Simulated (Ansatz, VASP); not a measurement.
# BeTe in VASP and in Ansatz

The input INCAR:

```
PREC = Accurate
ENCUT = 520
EDIFF = 1E-6
ISMEAR = -1
SIGMA = 0.05
LREAL = False
LASPH = True
NELM = 100
ALGO = Normal
ISIF = 2
LWAVE = False
LCHARG = True
GGA = PS
LELF = True
LVHAR = True
NBANDS = 11
```

File KPOINTS:

```
regular mesh
0
Gamma
  11 11 11
```

Contents of POSCAR:

```
BeTe
1.0
    0.0000000000      2.7700000000      2.7700000000
    2.7700000000      0.0000000000      2.7700000000
    2.7700000000      2.7700000000      0.0000000000
Be Te
1 1
Direct
    0.0000000000      0.0000000000      0.0000000000
    0.7500000000      0.7500000000      0.7500000000
```

Input for Ansatz:

```yaml
crystal:
  lattice:
    - [0.0, 2.77, 2.77]
    - [2.77, 0.0, 2.77]
    - [2.77, 2.77, 0.0]
  atoms:
    - { symbol: Be, position: [0.0, 0.0, 0.0] }
    - { symbol: Te, position: [0.75, 0.75, 0.75] }
kpoints:
  mp_grid: { grid: [11, 11, 11] }
  band_path:
    path:
      - [0.0, 0.0, 0.0]
      - [-0.5, -0.5, 0.0]
      - [-0.375, -0.375, 0.25]
      - [-0.375, 0.0, 0.375]
      - [0.0, 0.0, 0.0]
      - [0.0, 0.0, 0.5]
      - [-0.5, -0.25, 0.25]
      - [-0.5, -0.5, 0.0]
    npoints: 5
scf:
  occupations: { method: fermi_dirac, width: 0.05 }
hamiltonian:
  xc: pbesol
  pseudopotentials: { kind: all_electron, lapw: { basis_error: 0.0005 } }
output:
  forces: true
  stress: true
  eigenvalues: true
```

Alike in both runs: task single point; functional PBEsol; k mesh 11 × 11 × 11; occupations fermi-dirac, width 0.05 eV; no spin polarisation.

|  | VASP | Ansatz |
| --- | --- | --- |
| version | VASP 6.6.1 | Ansatz 0.2.0 |
| potentials or method | VASP PAW PBE potentials, release 64 (Be, Te), cutoff 520 eV | all-electron LAPW, scalar-relativistic |

```csv
,VASP,Ansatz,Ansatz less VASP
pressure (GPa),2.5,2.2,-0.30
```

VASP's potentials were made for PBE, not for PBEsol. Ansatz ran all-electron here, and VASP with PAW potentials.

Spin-orbit coupling is off throughout.
